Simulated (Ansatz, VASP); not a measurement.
**B in VASP and in Ansatz**

```xyz
4
Lattice="1.6180 2.7406 0.0000 1.6180 -2.7406 0.0000 0.0000 0.0000 -3.2367" Properties=species:S:1:pos:R:3 pbc="T T T"
B     1.6180   -1.8915   -2.9746
B     1.6180   -0.8490   -1.3562
B     1.6180    1.8915   -0.2622
B     1.6180    0.8490   -1.8806
```

Alike in both runs: task single point; functional PBE; k mesh 9 × 9 × 8; occupations gaussian, width 0.135 eV; no spin polarisation.

```csv
,VASP,Ansatz
version,VASP 6.6.1,Ansatz 0.2.0
potentials or method,"VASP PAW PBE potentials, release 64 (B), cutoff 520 eV",PAW plane waves
valence electrons in the cell,12,12
```

```tsv
	VASP	Ansatz	Ansatz less VASP
pressure (GPa)	-23.0	-23.0	+0.01
traceless stress, the component that is largest in VASP (GPa)	17.94	17.93	-0.014
rms of the force components (eV/Å)	0.272	0.271	-0.0003
```

Atom by atom the forces differ by 0.000 eV/Å (rms over components).
